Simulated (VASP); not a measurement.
# SnTe: single point with r2SCAN-based global hybrid with 10 % exact exchange

SnTe:

```xyz
2
Lattice="0.0000 3.1509 3.1509 3.1509 0.0000 3.1509 3.1509 3.1509 0.0000" Properties=species:S:1:pos:R:3 pbc="T T T"
Te    3.1509    3.1509    3.1509
Sn    0.0000    0.0000    0.0000
```

- Program: VASP 6.6.1
- Task: single point
- Functional: r2SCAN-based global hybrid with 10 % exact exchange
- Potentials or basis: VASP PAW PBE potentials, release 64 (Te, Sn_d)
- Cutoff: 520 eV
- k mesh: 4 × 4 × 4
- Occupations: fermi-dirac, width 0.05 eV
- Spin: no spin polarisation
- Dipole correction: no
- Grid for exact exchange (PRECFOCK): Normal
- Share of exact exchange: 0.1
- Further INCAR settings: ALGO = Normal; EDIFF = 1e-06; NBANDS = 17

| Quantity | Value |
| --- | --- |
| Pressure | 1.5 GPa |
| Band gap on the k mesh | 0.32 eV |

Levels at points of the mesh, in eV from the valence-band top:
| k point | band 6 | band 7 | band 8 | band 9 | band 10 | band 11 | band 12 | band 13 | band 14 | band 15 |
| --- | --- | --- | --- | --- | --- | --- | --- | --- | --- | --- |
| (0.00, 0.00, 0.00) | -14.13 | -5.03 | -2.72 | -2.72 | -2.72 | 3.82 | 3.82 | 3.82 | 5.28 | 5.28 |
| (0.50, 0.00, 0.00) | -12.70 | -9.31 | -2.33 | -2.33 | 0.00 | 0.32 | 0.52 | 0.52 | 8.60 | 9.52 |
| (0.50, 0.50, 0.00) | -12.36 | -7.16 | -6.38 | -4.42 | -4.42 | 2.57 | 5.55 | 5.55 | 7.19 | 9.62 |

It took 23 min on 1 thread of Intel(R) Xeon(R) Platinum 8259CL CPU @ 2.50GHz (Skylake/Cascade Lake) (shared host), peak memory 0.23 GiB.

Caveat: the k points lie up to 0.43 Å⁻¹ apart; the PAW data sets were made with another functional, which shifts forces and pressure a little; spin-orbit coupling is left out, which moves the levels of the heavy elements. A k mesh can miss the band edges.
